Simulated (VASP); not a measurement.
ZnGeP2, 8 atoms in the cell. The structure is tetragonal, space group I-42d (No. 122). Conventional cell: a = 5.424 Å, b = 5.424 Å, c = 10.709 Å, α = 90.00°, β = 90.00°, γ = 90.00°. Zn (site symmetry -4) has 4 P at 2.34 Å within 3.1 Å. Ge (site symmetry -4) has 4 P at 2.33 Å within 3.1 Å. P (site symmetry 2) has 2 Ge at 2.33 Å and 2 Zn at 2.34 Å within 3.1 Å. 

* Program: VASP 6.6.1
* Task: single point
* Functional: PBEsol
* Potentials or basis: VASP PAW PBE potentials, release 64 (Zn, Ge_d, P)
* Cutoff: 500 eV
* k mesh: 6 × 6 × 6
* Occupations: fermi-dirac, width 0.02 eV
* Spin: no spin polarisation
* Dipole correction: no
* Further INCAR settings: ALGO = Normal; EDIFF = 1e-06; NBANDS = 46

Potentials or basis: VASP PAW PBE potentials, release 64 (Zn, Ge_d, P).

Launch:

```bash
$ cat potpaw_PBE.64/Zn/POTCAR potpaw_PBE.64/Ge_d/POTCAR potpaw_PBE.64/P/POTCAR > POTCAR
$ mpirun -np 1 vasp_std > vasp.out
```

Hardware: 1 thread of Intel(R) Xeon(R) Platinum 8259CL CPU @ 2.50GHz (Skylake/Cascade Lake), on a shared host.

Task: Estimate the wall time of this run.

Result: It took 5.3 min on 1 thread of Intel(R) Xeon(R) Platinum 8259CL CPU @ 2.50GHz (Skylake/Cascade Lake), with other jobs on the host, peak memory 0.42 GiB. Counts: scf iterations 14, k points 30.
